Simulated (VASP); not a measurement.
# Co (P6_3/mmc) in VASP: further runs

Aim: see how the results for Co move with the level of theory and the settings. Levels: RPBE+D3(BJ), BLYP. Tasks: single point.

Program: VASP 6.6.1. These are calculated values, not measurements. Logs are shortened: lines on timing, memory, paths and dates and some standing lists are left out, and cuts for length are marked.

## 1. The cell of the first run

It takes space group P6_3/mmc (No. 194, hexagonal). Conventional cell: a = 2.503 Å, b = 2.503 Å, c = 8.195 Å, α = 90.00°, β = 90.00°, γ = 120.00°. Within 3.3 Å of Co (site symmetry -6m2) lie 12 Co at 2.50 to 2.51 Å. Co (site symmetry -3m) has 12 Co at 2.50 to 2.51 Å within 3.3 Å.

## 2. Single point, RPBE+D3(BJ), collinear spin, ferromagnetic start

INCAR

```
ALGO = Normal
EDIFF = 1E-6
ENCUT = 690
GGA = RP
GGA_COMPAT = False
ISIF = 2
ISMEAR = -1
ISPIN = 2
IVDW = 12
LASPH = True
LCHARG = False
LMAXMIX = 4
LORBIT = 11
LREAL = False
LWAVE = False
MAGMOM = 2 2 2 2
NBANDS = 46
NELM = 200
PREC = Accurate
SIGMA = 0.05
```

KPOINTS

```
k-points
0
Gamma
  12 12 4
```

POSCAR

```
Co
1.0
    2.5030729010      0.0000000000      0.0000000000
   -1.2515364506      2.1677247198      0.0000000000
    0.0000000000      0.0000000000      8.1946701348
Co
4
Direct
    0.6666666667      0.3333333333      0.7500000000
    0.0000000000      0.0000000000      0.5000000000
    0.3333333333      0.6666666667      0.2500000000
    0.0000000000      0.0000000000      0.0000000000
```

Potentials or basis: VASP PAW PBE potentials, release 64 (Co_sv).

Launch:

```sh
$ cat potpaw_PBE.64/Co_sv/POTCAR > POTCAR
$ mpirun -np 1 vasp_std > vasp.out
```

OUTCAR:

```text
EDIFF = 1E-6
   ENCUT = 690
   GGA = RP
   ISIF = 2
   ISMEAR = -1
   ISPIN = 2
   IVDW = 12
   LASPH = True
   LORBIT = 11
   LREAL = False
   NELM = 200
   PREC = Accurate
 IVDW          = 12

 ion  position               nearest neighbor table
   1  0.667  0.333  0.750-   2 2.51   4 2.51   2 2.51   4 2.51   2 2.51   4 2.51
   2  0.000  0.000  0.500-   1 2.51   3 2.51   1 2.51   3 2.51   1 2.51   3 2.51
   3  0.333  0.667  0.250-   2 2.51   4 2.51   2 2.51   4 2.51   2 2.51   4 2.51
   4  0.000  0.000  0.000-   1 2.51   3 2.51   1 2.51   3 2.51   1 2.51   3 2.51

  LATTYP: Found a hexagonal cell.
 ALAT       =     2.5030729010
 C/A-ratio  =     3.2738439746

  Lattice vectors:

 A1 = (   2.5030729010,   0.0000000000,   0.0000000000)
 A2 = (  -1.2515364506,   2.1677247198,   0.0000000000)
 A3 = (   0.0000000000,   0.0000000000,   8.1946701348)

Analysis of symmetry for initial positions (statically):
=====================================================================
 Subroutine PRICEL returns:
 Original cell was already a primitive cell.

 Routine SETGRP: Setting up the symmetry group for a
 hexagonal supercell.

 Subroutine GETGRP returns: Found 24 space group operations
 (whereof 12 operations were pure point group operations)
 out of a pool of 24 trial point group operations.

The static configuration has the point symmetry D_3d.
 The point group associated with its full space group is D_6h.

Analysis of symmetry for dynamics (positions and initial velocities):
=====================================================================
 Subroutine PRICEL returns:
 Original cell was already a primitive cell.

 Routine SETGRP: Setting up the symmetry group for a
 hexagonal supercell.

 Subroutine GETGRP returns: Found 24 space group operations
 (whereof 12 operations were pure point group operations)
 out of a pool of 24 trial point group operations.

The dynamic configuration has the point symmetry D_3d.
 The point group associated with its full space group is D_6h.

Analysis of structural, dynamic, and magnetic symmetry:
=====================================================================
 Subroutine PRICEL returns:
 Original cell was already a primitive cell.

 Routine SETGRP: Setting up the symmetry group for a
 hexagonal supercell.

 Subroutine GETGRP returns: Found 24 space group operations
 (whereof 12 operations were pure point group operations)
 out of a pool of 24 trial point group operations.

The overall configuration has the point symmetry D_3d.
 The point group associated with its full space group is D_6h.

 Subroutine INISYM returns: Found 24 space group operations
 (whereof 12 operations are pure point group operations),
 and found     1 'primitive' translations

----------------------------------------------------------------------------------------

                                     Primitive cell

  volume of cell :      44.4641

  direct lattice vectors                    reciprocal lattice vectors
     2.503072901  0.000000000  0.000000000     0.399508939  0.230656594  0.000000000
    -1.251536451  2.167724720  0.000000000     0.000000000  0.461313187  0.000000000
     0.000000000  0.000000000  8.194670135     0.000000000  0.000000000  0.122030537

  length of vectors
     2.503072901  2.503072901  8.194670135     0.461313187  0.461313187  0.122030537

  position of ions in fractional coordinates (direct lattice)
     0.666666667  0.333333333  0.750000000
     0.000000000  0.000000000  0.500000000
     0.333333333  0.666666667  0.250000000
     0.000000000  0.000000000  0.000000000

  ion indices of the primitive-cell ions
   primitive index   ion index
                 1           1
                 2           2
                 3           3
                 4           4

----------------------------------------------------------------------------------------

 KPOINTS: k-points

Automatic generation of k-mesh.
 Grid dimensions read from file:
 generate k-points for:   12   12    4

 Generating k-lattice:

  Cartesian coordinates                     Fractional coordinates (reciprocal lattice)
     0.033292412  0.019221383  0.000000000     0.083333333  0.000000000  0.000000000
     0.000000000  0.038442766  0.000000000     0.000000000  0.083333333  0.000000000
     0.000000000  0.000000000  0.030507634     0.000000000  0.000000000  0.250000000

  Length of vectors
     0.038442766  0.038442766  0.030507634

  Shift w.r.t. Gamma in fractional coordinates (k-lattice)
     0.000000000  0.000000000  0.000000000

 Subroutine IBZKPT returns following result:
 ===========================================

 Found     57 irreducible k-points:

 Following reciprocal coordinates:
            Coordinates               Weight
  0.000000  0.000000  0.000000      1.000000
  0.083333  0.000000  0.000000      6.000000
  0.166667  0.000000  0.000000      6.000000
  0.250000  0.000000  0.000000      6.000000
  0.333333  0.000000  0.000000      6.000000
  0.416667  0.000000  0.000000      6.000000
[... 16 lines left out ...]
  0.250000  0.000000  0.250000     12.000000
  0.333333  0.000000  0.250000     12.000000
 [... further k-points ...]
   k-points           NKPTS =     57   k-points in BZ     NKDIM =     57   number of bands    NBANDS=     46
   number of dos      NEDOS =    301   number of ions     NIONS =      4
   total plane-waves  NPLWV =  40320
   dimension x,y,z NGX =    24 NGY =   24 NGZ =   70
   dimension x,y,z NGXF=    48 NGYF=   48 NGZF=  140
   ions per type =               4
   NGX,Y,Z   is equivalent  to a cutoff of  15.94, 15.94, 14.20 a.u.
   NGXF,Y,Z  is equivalent  to a cutoff of  31.88, 31.88, 28.40 a.u.
 SYSTEM =  unknown system
   PREC   = accura    normal or accurate (medium, high low for compatibility)
   ISTART =      0    job   : 0-new  1-cont  2-samecut
   ICHARG =      2    charge: 1-file 2-atom 10-const
   ISPIN  =      2    spin polarized calculation?
   LNONCOLLINEAR =      F non collinear calculations
   LSORBIT =      F    spin-orbit coupling
   LASPH  =      T    aspherical Exc in radial PAW
   ENCUT  =  690.0 eV  50.71 Ry    7.12 a.u.   5.36  5.36 17.55*2*pi/ulx,y,z
   NELM   =    200;   NELMIN=  2; NELMDL= -5     # of ELM steps
   EDIFF  = 0.1E-05   stopping-criterion for ELM
   LREAL  =      F    real-space projection
   EDIFFG = 0.1E-04   stopping-criterion for IOM
   NSW    =      0    number of steps for IOM
   IBRION =     -1    ionic relax: 0-MD 1-quasi-New 2-CG
   NFREE  =      0    steps in history (QN), initial steepest desc. (CG)
   ISIF   =      2    stress and relaxation
   ISYM   =      2    0-nonsym 1-usesym 2-fastsym
   POTIM  = 0.5000    time-step for ionic-motion
   TEBEG  =    0.0;   TEEND  =   0.0 temperature during run
   PSTRESS=    0.0 pullay stress
   NELECT =      68.0000    total number of electrons
   NUPDOWN=      -1.0000    fix difference up-down
   EMIN   =  10.00;   EMAX   =-10.00  energy-range for DOS
   EFERMI =   0.00;   METHOD = LEGACY
   ISMEAR =    -1;   SIGMA  =   0.05  broadening in eV -4-tet -1-fermi 0-gaus
   EFERMI_NEDOS =   21; number of points for ismear=-14 and -15
   IALGO  =     38    algorithm
   IMIX   =      4    mixing-type and parameters
     AMIX     =   0.40;   BMIX     =  1.00
     AMIX_MAG =   1.60;   BMIX_MAG =  1.00
  volume/ion in A,a.u.               =      11.12        75.01
  Fermi-wavevector in a.u.,A,eV,Ry     =   1.886144  3.564295 48.403241  3.557538
  Thomas-Fermi vector in A             =   2.928473
   LORBIT       =     11    0 simple, 1 ext, 2 COOP (PROOUT), +10 PAW based schemes
   GGA     = RP    functional components
   LHFCALC =     F    Hartree Fock is set to
   AEXX    =    0.0000 exact exchange contribution
   IVDW    =    12    specifies the selected vdW correction
   LEPSILON=     F    determine dielectric tensor
   LRPA    =     F    only Hartree local field effects (RPA)
 spin polarized calculation
  energy-cutoff  :      690.00
  volume of cell :       44.46
 maximum number of plane-waves:      1871
 NGX is ok and might be reduce to    24
   NGX = 11   NGY = 11   NGZ = 35

 number of electron      67.9999905 magnetization       6.7821404

 Free energy of the ion-electron system (eV)
  ---------------------------------------------------
  ext. energy  EPLUGINS =         0.00000000
  ---------------------------------------------------
  free energy    TOTEN  =       -26.42886942 eV

  energy without entropy =      -26.39682754  energy(sigma->0) =      -26.41284848

 E-fermi :  11.8681     XC(G=0): -13.6084

 val. band max:       11.8639122466   @ k =   0.4167   0.0000   0.0000
 cond. band min:      11.8683388241   @ k =   0.1667   0.0000   0.2500
 fundamental gap:      0.0044265775
 Fermi energy:        11.8681213474

 spin component 1

 k-point     1 :       0.0000    0.0000    0.0000
  band No.  band energies     occupation
      1     -84.5130      1.00000
      2     -84.5010      1.00000
      3     -84.4659      1.00000
      4     -84.4539      1.00000
      5     -47.8234      1.00000
      6     -47.7175      1.00000
[... 38 lines left out ...]
     45      33.9031      0.00000
     46      34.7952      0.00000
[... 1086 lines left out ...]
      6     -47.7438      1.00000
[... 38 lines left out ...]
     45      26.0995      0.00000
     46      26.9243      0.00000

 [... further k-points ...]

 spin component 2

 k-point     1 :       0.0000    0.0000    0.0000
  band No.  band energies     occupation
      1     -82.3341      1.00000
      2     -82.3134      1.00000
      3     -82.3023      1.00000
      4     -82.2815      1.00000
      5     -45.6995      1.00000
      6     -45.5577      1.00000
[... 38 lines left out ...]
     45      33.5048      0.00000
     46      34.4352      0.00000
[... 1086 lines left out ...]
      6     -45.6159      1.00000
[... 38 lines left out ...]
     45      26.4488      0.00000
     46      27.3098      0.00000

 [... further k-points ...]

------------------------ aborting loop because EDIFF is reached ----------------------------------------

 Edisp (eV)   -8.26814

 E8    (eV) :    -5.3714

  FORCE on cell =-STRESS in cart. coord.  units (eV):
  Direction    XX          YY          ZZ          XY          YZ          ZX
  --------------------------------------------------------------------------------------
  -------------------------------------------------------------------------------------
  Total      -7.51751    -7.51751    -8.43307     0.00000    -0.00000     0.00000
  in kB    -270.87895  -270.87895  -303.86971     0.00000    -0.00000     0.00000
  external pressure =     -281.88 kB  Pullay stress =        0.00 kB

 VOLUME and BASIS-vectors are now :
 -----------------------------------------------------------------------------
  energy-cutoff  :      690.00
  volume of cell :       44.46
      direct lattice vectors                 reciprocal lattice vectors
     2.503072901  0.000000000  0.000000000     0.399508939  0.230656594  0.000000000
    -1.251536451  2.167724720  0.000000000     0.000000000  0.461313187  0.000000000
     0.000000000  0.000000000  8.194670135     0.000000000  0.000000000  0.122030537

 POSITION                                       TOTAL-FORCE (eV/Angst)
 -----------------------------------------------------------------------------------
      1.25154      0.72257      6.14600         0.000000     -0.000000      0.000000
      0.00000      0.00000      4.09734        -0.000000      0.000000      0.000000
     -0.00000      1.44515      2.04867        -0.000000      0.000000     -0.000000
      0.00000      0.00000      0.00000        -0.000000      0.000000      0.000000
 -----------------------------------------------------------------------------------
    total drift:                               -0.000000      0.000000      0.000000

  FREE ENERGIE OF THE ION-ELECTRON SYSTEM (eV)
  ---------------------------------------------------
  free  energy   TOTEN  =       -34.6970102844 eV

  energy  without entropy=      -34.6649684074  energy(sigma->0) =      -34.68098935

 total charge

# of ion       s       p       d       tot
------------------------------------------
    1        2.241   6.119   6.673  15.032
    2        2.241   6.117   6.680  15.038
    3        2.241   6.119   6.673  15.032
    4        2.241   6.117   6.680  15.038
--------------------------------------------------
tot          8.963  24.472  26.705  60.141

 magnetization (x)

# of ion       s       p       d       tot
------------------------------------------
    1       -0.003  -0.014   1.797   1.780
    2       -0.003  -0.013   1.778   1.761
    3       -0.003  -0.014   1.797   1.780
    4       -0.003  -0.013   1.778   1.761
--------------------------------------------------
tot         -0.012  -0.055   7.150   7.083
```

Run time: 6.1 min. Hardware: 1 thread of Intel Xeon Platinum 8259CL at 2.50GHz (Skylake/Cascade Lake), shared host; peak memory 0.38 GiB.

Results:

```yaml
Free_energy: -34.6970 eV
Pressure: -28.2 GPa
Net_moment: 6.78 μB per cell
Site_moments: Co +1.78, +1.76 (each value once) μB
Valence_electrons_inside_the_program's_atomic_spheres: Co 15.03, 15.04 (each value once)
Dispersion_energy_per_atom: -2.067 eV
```

Caveat: the cell stands under tension; the dispersion term is far too large for a dense solid, which distorts pressure and volume; the PAW data sets were made with another functional, which shifts forces and pressure a little.

## 3. Single point, BLYP, collinear spin, ferromagnetic start

This run uses another cell than the first one, of 10.26 Å³/atom.

INCAR

```
SYSTEM = Co
PREC     = Accurate       ! precision mode
ENCUT    = 690            ! plane-wave cutoff, eV
EDIFF    = 1E-6           ! SCF threshold, eV
ISMEAR   = -1             ! smearing method
SIGMA    = 0.05           ! smearing width, eV
LREAL    = .FALSE.        ! projectors in reciprocal space
LASPH    = .TRUE.         ! aspherical terms in the spheres
NELM     = 200            ! most SCF steps
ALGO     = Normal         ! electronic algorithm
ISIF     = 2              ! what is computed and relaxed
LWAVE    = .FALSE.        ! write WAVECAR
LCHARG   = .TRUE.         ! write CHGCAR
ISPIN    = 2              ! spin polarisation
MAGMOM   = 2 2 2 2        ! initial moments
LORBIT   = 11             ! projections on sites
LMAXMIX  = 4              ! l up to which the mixer works
GGA      = B5             ! functional
ALDAX    = 1.0          
AGGAX    = 1.0          
AGGAC    = 1.0          
ALDAC    = 0.0          
LELF     = .TRUE.         ! ELF
LVHAR    = .TRUE.       
NBANDS   = 46             ! bands
GGA_COMPAT= .FALSE.
```

KPOINTS

```
regular mesh
0
G
  12 12 4
  0 0 0
```

POSCAR

```
Co
1.0
    2.4371717178      0.0000000000      0.0000000000
   -1.2185858589      2.1106526210      0.0000000000
    0.0000000000      0.0000000000      7.9789199430
Co
4
Direct
    0.6666666667      0.3333333333      0.7500000000
    0.0000000000      0.0000000000      0.5000000000
    0.3333333333      0.6666666667      0.2500000000
    0.0000000000      0.0000000000      0.0000000000
```

Potentials or basis: VASP PAW PBE potentials, release 64 (Co_sv).

Launch:

```sh
$ cat potpaw_PBE.64/Co_sv/POTCAR > POTCAR
$ mpirun -np 1 vasp_std > vasp.out
```

Wall time 11 min (1 thread of Intel Xeon Platinum 8259CL at 2.50GHz (Skylake/Cascade Lake), shared host); peak memory 0.35 GiB.

The run converged. Its results:

```yaml
Free_energy: -24.1500 eV
Pressure: 23.4 GPa
Net_moment: 6.19 μB per cell
Site_moments: Co +1.61, +1.58 (each value once) μB
Valence_electrons_inside_the_program's_atomic_spheres: Co 15.15, 15.16 (each value once)
```

Stress tensor (GPa, compression positive):
```
24.52  0.00  0.00
 0.00 24.52  0.00
 0.00  0.00 21.09
```

Levels at points of the mesh, in eV from the Fermi level:
Spin up:
| k point | band 34 | band 35 | band 36 | band 37 | band 38 | band 39 | band 40 | band 41 |
| --- | --- | --- | --- | --- | --- | --- | --- | --- |
| (0.00, 0.00, 0.00) | -1.42 | -1.42 | -1.09 | -1.09 | -0.66 | -0.66 | -0.12 | 6.70 |
| (0.50, 0.00, 0.00) | -0.40 | -0.39 | -0.37 | 0.46 | 1.60 | 2.80 | 3.43 | 7.51 |
| (0.00, 0.00, 0.50) | -1.59 | -1.59 | -1.59 | -0.85 | -0.85 | -0.85 | -0.85 | 9.76 |
| (0.50, 0.00, 0.50) | -0.54 | -0.41 | -0.41 | 1.50 | 1.50 | 3.11 | 3.11 | 7.85 |
Spin down:
```csv
k point,band 27,band 28,band 29,band 30,band 31,band 32,band 33,band 34
"(0.00, 0.00, 0.00)",-1.27,-0.98,-0.98,-0.93,-0.93,-0.11,-0.01,-0.01
"(0.50, 0.00, 0.00)",-0.90,-0.16,-0.12,0.71,1.22,1.24,1.25,1.28
"(0.00, 0.00, 0.50)",-1.19,-1.19,-1.07,-1.07,-1.07,-1.07,0.19,0.19
"(0.50, 0.00, 0.50)",-0.84,-0.84,-0.24,-0.24,0.82,0.82,1.24,1.24
```

Caveat: the cell stands under pressure; the PAW data sets were made with another functional, which shifts forces and pressure a little.
